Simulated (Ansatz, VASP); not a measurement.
**TiCo2: VASP beside Ansatz**

Contents of INCAR:

```
PREC     = Accurate       # precision mode
ENCUT    = 600            # plane-wave cutoff, eV
EDIFF    = 1E-6           # SCF threshold, eV
ISMEAR   = 0              # smearing method
SIGMA    = 0.1            # smearing width, eV
LREAL    = F              # projectors in reciprocal space
LASPH    = T              # aspherical terms in the spheres
NELM     = 150            # most SCF steps
ALGO     = Normal         # electronic algorithm
ISIF     = 3              # what is computed and relaxed
LWAVE    = F              # write WAVECAR
LCHARG   = F              # write CHGCAR
ISPIN    = 2              # spin polarisation
MAGMOM   = -0.31 -0.31 0.82 0.82 0.82 0.82 # initial moments
LORBIT   = 11             # projections on sites
LMAXMIX  = 4              # l up to which the mixer works
GGA      = PS             # functional
IBRION   = 2              # ionic algorithm
NSW      = 80             # ionic steps
EDIFFG   = -0.01          # ionic threshold
```

KPOINTS

```
regular mesh
0
Gamma
  1 1 1
```

File POSCAR:

```
TiCo2
1.0
    0.0000000000      3.3520000000      3.3520000000
    3.3520000000      0.0000000000      3.3520000000
    3.3520000000      3.3520000000      0.0000000000
Ti Co
2 4
Direct
    0.5000000000      0.5000000000      0.5000000000
    0.7500000000      0.7500000000      0.7500000000
    0.1250000000      0.1250000000      0.1250000000
    0.6250000000      0.1250000000      0.1250000000
    0.1250000000      0.1250000000      0.6250000000
    0.1250000000      0.6250000000      0.1250000000
```

Input for Ansatz:

```yaml
crystal:
  lattice:
    - [0.0, 3.352, 3.352]
    - [3.352, 0.0, 3.352]
    - [3.352, 3.352, 0.0]
  atoms:
    - { symbol: Ti, position: [0.5, 0.5, 0.5], spin: -0.31 }
    - { symbol: Ti, position: [0.75, 0.75, 0.75], spin: -0.31 }
    - { symbol: Co, position: [0.125, 0.125, 0.125], spin: 0.82 }
    - { symbol: Co, position: [0.625, 0.125, 0.125], spin: 0.82 }
    - { symbol: Co, position: [0.125, 0.125, 0.625], spin: 0.82 }
    - { symbol: Co, position: [0.125, 0.625, 0.125], spin: 0.82 }
basis:
  ecutwfc: 420
kpoints:
  mp_grid: { grid: [1, 1, 1] }
hamiltonian:
  xc: pbesol
scf:
  occupations: { method: gaussian, width: 0.1 }
output:
  forces: true
  stress: true
  eigenvalues: true
  populations: true
magnetization:
  spin_polarized: true
relax:
  adjacent_minimum: "off"
  f_tol: 0.01
  max_steps: 60
  cell: { stress_tol: 0.05 }
```

Alike in both runs: task relaxation of cell and atoms; functional PBEsol; k mesh 1 × 1 × 1; occupations gaussian, width 0.1 eV; collinear spin.

|  | VASP | Ansatz |
| --- | --- | --- |
| version | VASP 6.6.1 | Ansatz 0.2.0 |
| potentials or method | VASP PAW PBE potentials, release 64 (Ti_sv, Co), cutoff 600 eV | scalar-relativistic, plane waves, PAW |
| valence electrons in the cell | 60 | 92 |

```csv
,VASP,Ansatz,Ansatz less VASP
"gap on the k mesh at the Fermi level, each at its own relaxed structure (eV)",0.50,0.07,-0.429
net moment per atom (μB),0.49,1.37,+0.876
size of the moment on the site where the two differ most (μB),0.24,1.90,+1.663
relaxed volume (Å³/atom),11.94,12.62,+0.687
relaxed cell length with the largest relative difference (Å),4.661,4.749,+0.0878
```

The net moments are unlike, so the other rows may belong to different states. VASP's potentials were made for PBE, not for PBEsol. Site moments also hang on the region over which each program counts them. VASP's potentials hold 60 valence electrons a cell and Ansatz's 92, so a difference there can come from the potentials and not from the codes.

The k mesh is coarse, so the values compare programs but aren't converged.
